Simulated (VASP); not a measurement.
Wanted: the native input for a VASP 6.6.1 run.

* Task: single point
* Functional: PBE
* Potentials or basis: VASP PAW PBE potentials, release 64 (Se)
* Cutoff: 500 eV
* k mesh: 11 × 11 × 11
* Occupations: methfessel-paxton, width 0.05 eV
* Spin: no spin polarisation
* Dipole correction: no
* Further INCAR settings: ALGO = Normal; EDIFF = 1e-06; NBANDS = 9

The structure of Se lies in POSCAR:

```
Se
1.0
   -1.4038000000      1.4038000000      1.4038000000
    1.4038000000     -1.4038000000      1.4038000000
    1.4038000000      1.4038000000     -1.4038000000
Se
1
Direct
    0.0000000000      0.0000000000      0.0000000000
```

This isn't the form of Se at room conditions, which is trigonal, of chains.

The input as run:

INCAR

```
SYSTEM = Se
ALGO = Normal
EDIFF = 1E-6
ENCUT = 500
GGA = PE
GGA_COMPAT = .False.
ISIF = 2
ISMEAR = 1
LASPH = .True.
LCHARG = .False.
LREAL = .False.
LWAVE = .False.
NBANDS = 9
NELM = 120
PREC = Accurate
SIGMA = 0.05
```

KPOINTS

```
k-points
0
Gamma
  11 11 11
  0 0 0
```

Potentials or basis: VASP PAW PBE potentials, release 64 (Se).

The run is started by

```sh
$ cat potpaw_PBE.64/Se/POTCAR > POTCAR
$ mpirun -np 1 vasp_std > vasp.out
```

Results of the run:

The pressure is 171.4 GPa. The band gap on the k mesh is zero (bands 3 and 4 overlap by 13.86 eV).

Caveat: the cell stands under pressure.

It took 3.2 s on 1 thread of AMD EPYC 9R45 (Zen 5), with other jobs on the host, peak memory 0.09 GiB.
